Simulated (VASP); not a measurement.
## AlRu: single point with PBE

AlRu:

```
Al Ru
1.0
     2.81520    0.00000    0.00000
     0.00000    2.81520    0.00000
     0.00000    0.00000    3.37824
Al Ru
1 1
Direct
  0.00000 0.00000 0.00000
  0.50000 0.50000 0.50000
```

This cell differs from its parent crystal: ratio of the length along z to the lengths across it x 1.2, volume and fractional coordinates fixed.

```yaml
Program: VASP 6.6.1
Task: single point
Functional: PBE
Potentials_or_basis: VASP PAW PBE potentials, release 64 (Al, Ru_pv)
Cutoff: 520 eV
k_mesh: 18 × 18 × 18
Occupations: gaussian, width 0.15 eV
Spin: no spin polarisation
Dipole_correction: no
Further_INCAR_settings: ALGO = Fast; EDIFF = 1e-06; NBANDS = 16
```

```yaml
Pressure: 5.7 GPa
```

Stress tensor (GPa, compression positive):
```
 14.56   0.00   0.00
  0.00  14.56   0.00
  0.00   0.00 -12.14
```

Levels at points of the mesh, in eV from the Fermi level:
| k point | band 7 | band 8 | band 9 | band 10 | band 11 | band 12 |
| --- | --- | --- | --- | --- | --- | --- |
| (0.00, 0.00, 0.00) | -0.12 | -0.12 | 0.84 | 2.61 | 7.82 | 7.82 |
| (0.50, 0.00, 0.00) | -2.84 | -1.09 | 0.26 | 3.16 | 6.84 | 8.06 |
| (0.50, 0.50, 0.00) | -2.26 | -0.87 | -0.87 | 2.26 | 6.53 | 6.61 |
| (0.00, 0.00, 0.50) | -0.98 | -0.98 | 0.10 | 0.92 | 7.63 | 11.98 |
| (0.50, 0.00, 0.50) | -1.19 | -0.95 | -0.48 | 0.53 | 5.14 | 5.33 |
| (0.50, 0.50, 0.50) | 0.77 | 2.28 | 2.56 | 3.32 | 4.45 | 4.45 |

Run time: 3.6 min on 1 thread of Intel Xeon 6975P-C, with other jobs on the host, peak memory 0.34 GiB.
